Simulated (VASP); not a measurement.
A run of VASP 6.6.1 is set up as follows.

Contents of INCAR:

```
SYSTEM = AlN
  PREC = Accurate
  ENCUT = 520
  EDIFF = 1E-6
  ISMEAR = -1
  SIGMA = 0.02
  LREAL = .FALSE.
  LASPH = .TRUE.
  NELM = 100
  ALGO = Normal
  ISIF = 2
  LWAVE = .FALSE.
  LCHARG = .TRUE.
  GGA = PE
  LELF = .TRUE.
  LVHAR = .TRUE.
  NBANDS = 16
```

Contents of KPOINTS:

```
Automatic mesh
0
G
  11 11 6
  0 0 0
```

Contents of POSCAR:

```
AlN
1.0
    3.1519410852      0.0000000000      0.0000000000
   -1.5759705426      2.7296610510      0.0000000000
    0.0000000000      0.0000000000      5.0435075122
Al N
2 2
Direct
    0.3333333333      0.6666666667      0.0000000000
    0.6666666667      0.3333333333      0.5000000000
    0.3333333333      0.6666666667      0.3850000000
    0.6666666667      0.3333333333      0.8850000000
```

Potentials or basis: VASP PAW PBE potentials, release 64 (Al, N).

Launch:

```console
$ cat potpaw_PBE.64/Al/POTCAR potpaw_PBE.64/N/POTCAR > POTCAR
$ mpirun -np 1 vasp_std > vasp.out
```

Estimate the largest force.

0.179 eV/Å.

What does it give for the band gap on the k mesh?

3.82 eV, direct.

Estimate the pressure.

-3.8 GPa.

Forces on the atoms (eV/Å):
```
Al   0.000  0.000  0.179
Al   0.000  0.000  0.179
N    0.000  0.000 -0.179
N    0.000  0.000 -0.179
```

 A k mesh can miss the band edges.
